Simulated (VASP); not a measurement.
## SrCl2: single point with PBE

SrCl2:

```xyz
3
Lattice="0.0000 3.4855 3.3461 3.4855 0.0000 3.3461 3.4855 3.4855 0.0000" Properties=species:S:1:pos:R:3 pbc="T T T"
Sr    0.0000    0.0000    0.0000
Cl    1.7428    1.7428    1.6730
Cl    5.2283    5.2283    5.0191
```

This cell differs from its parent crystal: strain +0.000 along x and y, -0.040 along z.

| Property | Result |
| --- | --- |
| Program | VASP 6.6.1 |
| Task | single point |
| Functional | PBE |
| Potentials or basis | VASP PAW PBE potentials, release 64 (Sr_sv, Cl) |
| Cutoff | 520 eV |
| k mesh | 6 × 6 × 6 |
| Occupations | gaussian, width 0.05 eV |
| Spin | no spin polarisation |
| Dipole correction | no |
| Further INCAR settings | ALGO = Normal; EDIFF = 1e-06; NBANDS = 19 |

```json
{
 "Pressure": "2.9 GPa",
 "Band gap on the k mesh": "5.26 eV (least direct gap 5.29 eV)"
}
```

Stress tensor (GPa, compression positive):
```
2.16 0.00 0.00
0.00 2.16 0.00
0.00 0.00 4.45
```

Levels at points of the mesh, in eV from the valence-band top:
| k point | band 10 | band 11 | band 12 | band 13 | band 14 | band 15 |
| --- | --- | --- | --- | --- | --- | --- |
| (0.00, 0.00, 0.00) | -0.65 | -0.65 | -0.31 | 5.26 | 5.74 | 6.09 |
| (0.50, 0.00, 0.00) | -1.59 | -1.30 | -1.28 | 6.52 | 6.59 | 7.44 |
| (0.50, 0.50, 0.00) | -0.69 | -0.69 | 0.00 | 5.29 | 7.18 | 7.51 |
| (0.50, 0.00, 0.50) | -0.78 | -0.39 | -0.27 | 5.28 | 6.86 | 7.53 |

It took 33 s on 1 thread of AMD EPYC 7R13 Processor (Zen 3) (shared host), peak memory 0.2 GiB.

Caveat: the cell differs from its parent crystal (strain +0.000 along x and y, -0.040 along z). A k mesh can miss the band edges.
